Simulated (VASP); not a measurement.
Set up this calculation in VASP 6.6.1, as the native input.

| Property | Result |
| --- | --- |
| Task | single point |
| Functional | PBEsol |
| Potentials or basis | VASP PAW PBE potentials, release 64 (Si, C) |
| Cutoff | 520 eV |
| k mesh | 2 × 2 × 2 |
| Occupations | gaussian, width 0.02 eV |
| Spin | no spin polarisation |
| Dipole correction | no |
| Further INCAR settings | ALGO = Normal; EDIFF = 1e-06; NBANDS = 48 |

The structure of Si8C9 (a cell with a defect) lies in POSCAR:

```
Si8C9
1.0
    0.0000000000      4.3580000000      4.3580000000
    4.3580000000      0.0000000000      4.3580000000
    4.3580000000      4.3580000000      0.0000000000
Si C
8 9
Direct
    0.0000000000      0.0000000000      0.0000000000
   -0.0076026178     -0.0076026178      0.5076026178
   -0.0076026178      0.5076026178     -0.0076026178
   -0.0076026178      0.5076026178      0.5076026178
    0.5076026178     -0.0076026178     -0.0076026178
    0.5076026178     -0.0076026178      0.5076026178
    0.5076026178      0.5076026178     -0.0076026178
    0.5000000000      0.5000000000      0.5000000000
    0.1294806718      0.1294806718      0.1294806718
    0.1294806718      0.1294806718      0.6115579846
    0.1294806718      0.6115579846      0.1294806718
    0.1264739568      0.6245086811      0.6245086811
    0.6115579846      0.1294806718      0.1294806718
    0.6245086811      0.1264739568      0.6245086811
    0.6245086811      0.6245086811      0.1264739568
    0.6245086811      0.6245086811      0.6245086811
    0.2500000000      0.2500000000      0.2500000000
```

One way to write it, as run:

INCAR

```
ALGO = Normal
EDIFF = 1E-6
ENCUT = 520
GGA = PS
GGA_COMPAT = False
ISIF = 2
ISMEAR = 0
LASPH = True
LCHARG = True
LELF = True
LREAL = False
LVHAR = True
LWAVE = False
NBANDS = 48
NELM = 120
PREC = Accurate
SIGMA = 0.02
```

KPOINTS

```
k-points
0
Gamma
  2 2 2
```

Potentials or basis: VASP PAW PBE potentials, release 64 (Si, C).

Launch:

```console
$ cat potpaw_PBE.64/Si/POTCAR potpaw_PBE.64/C/POTCAR > POTCAR
$ mpirun -np 1 vasp_std > vasp.out
```

It gave:

| Property | Result |
| --- | --- |
| Pressure | 11.3 GPa |
| Largest force | 0.073 eV/Å |
| Band gap on the k mesh | zero (bands 34 and 35 overlap by 1.75 eV) |

Caveat: the k points lie up to 0.62 Å⁻¹ apart, too coarse for converged energies and pressures of a metal; the PAW data sets were made with another functional, which shifts forces and pressure a little.

Wall time 27 s on 1 thread of AMD EPYC 9R45 (Zen 5), on a shared host, peak memory 0.27 GiB.
